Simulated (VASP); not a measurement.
Crystal: ReS3.

```xyz
4
Lattice="-2.7852 2.7852 2.7852 2.7852 -2.7852 2.7852 2.7852 2.7852 -2.7852" Properties=species:S:1:pos:R:3 pbc="T T T"
Re    0.0000    0.0000    0.0000
S     2.7852    0.0000    0.0000
S     0.0000    2.7852    0.0000
S     0.0000    0.0000    2.7852
```

The cell was built from a structure type or drawn by symmetry, and may not be a known phase.

```yaml
Program: VASP 6.6.1
Task: relaxation of cell and atoms
Functional: PBE
Potentials_or_basis: VASP PAW PBE potentials, release 64 (Re, S)
Cutoff: 600 eV
k_mesh: 4 × 4 × 4
Occupations: gaussian, width 0.1 eV
Spin: collinear spin
Starting_moments: "[1.0, 0.0, 0.0, 0.0] μB"
```

At the start: pressure -19.2 GPa; volume 21.61 Å³/atom.

Problem. Where does the relaxation end?

Solution. Over 3 steps the energy falls by 595.4 meV/atom and the volume is 14.93 Å³/atom (-30.9 %); space group Im-3m (No. 229, to 0.1 Å) before and after; moment 0.00 μB per cell.

Step by step:
```csv
step,energy change (eV),largest force (eV/Å),pressure (GPa),volume (Å³)
1,0.0000,0.0000,-19.15,86.43
2,-2.3595,0.0000,4.37,57.98
3,-2.3814,0.0000,-0.18,59.72
```

Final structure:
```xyz
4
Lattice="-2.4623 2.4623 2.4623 2.4623 -2.4623 2.4623 2.4623 2.4623 -2.4623" Properties=species:S:1:pos:R:3 pbc="T T T"
Re    0.0000    0.0000    0.0000
S     2.4623    0.0000    0.0000
S     0.0000    2.4623    0.0000
S     0.0000    0.0000    2.4623
```

Caveat: the k points lie up to 0.45 Å⁻¹ apart in the final cell; the volume moved by over 15 % at a fixed basis, so the end points are rough.
